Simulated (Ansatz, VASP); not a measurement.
Sc3Te in VASP and in Ansatz

INCAR

```
PREC     = Accurate       # precision mode
ENCUT    = 500            # plane-wave cutoff, eV
EDIFF    = 1E-6           # SCF threshold, eV
ISMEAR   = -1             # smearing method
SIGMA    = 0.05           # smearing width, eV
LREAL    = False          # projectors in reciprocal space
LASPH    = True           # aspherical terms in the spheres
NELM     = 120            # most SCF steps
ALGO     = Normal         # electronic algorithm
ISIF     = 2              # what is computed and relaxed
LWAVE    = False          # write WAVECAR
LCHARG   = False          # write CHGCAR
GGA      = PE             # functional
NBANDS   = 28             # bands
GGA_COMPAT= False
```

File KPOINTS:

```
Automatic mesh
0
Gamma
  7 7 7
```

File POSCAR:

```
Sc3Te
1.0
    0.0000000000      3.6395079696      3.6395079696
    3.6395079696      0.0000000000      3.6395079696
    3.6395079696      3.6395079696      0.0000000000
Sc Te
3 1
Direct
    0.2500000000      0.2500000000      0.2500000000
    0.7500000000      0.7500000000      0.7500000000
    0.5000000000      0.5000000000      0.5000000000
    0.0000000000      0.0000000000      0.0000000000
```

The input input.yaml:

```yaml
crystal:
  lattice:
    - [0.0, 3.6395079696, 3.6395079696]
    - [3.6395079696, 0.0, 3.6395079696]
    - [3.6395079696, 3.6395079696, 0.0]
  atoms:
    - { symbol: Sc, position: [0.25, 0.25, 0.25] }
    - { symbol: Sc, position: [0.75, 0.75, 0.75] }
    - { symbol: Sc, position: [0.5, 0.5, 0.5] }
    - { symbol: Te, position: [0.0, 0.0, 0.0] }
hamiltonian:
  xc: pbe
  pseudopotentials: { kind: paw }
kpoints:
  mp_grid: { grid: [7, 7, 7] }
scf:
  occupations: { method: fermi_dirac, width: 0.05 }
output:
  forces: true
  stress: true
  eigenvalues: true
  write_density: true
  write_potential: true
  elf: true
  volumetric_format: npy
```

Alike in both runs: task single point; functional PBE; k mesh 7 × 7 × 7; occupations fermi-dirac, width 0.05 eV; no spin polarisation.

|  | VASP | Ansatz |
| --- | --- | --- |
| version | VASP 6.6.1 | Ansatz 0.2.0 |
| potentials or method | VASP PAW PBE potentials, release 64 (Sc_sv, Te) | Ansatz PAW |
| plane-wave cutoff (eV) | 500 | 420 |
| valence electrons in the cell | 39 | 49 |

|  | VASP | Ansatz | Ansatz less VASP |
| --- | --- | --- | --- |
| gap on the k mesh at the Fermi level (eV) | none | none | - |
| pressure (GPa) | -2.6 | -2.6 | -0.05 |

A gap of «none» marks a metal or a gap that the smearing closes. VASP's potentials hold 39 valence electrons a cell and Ansatz's 49, so a difference there can come from the potentials and not from the codes.

Spin-orbit coupling is off throughout.
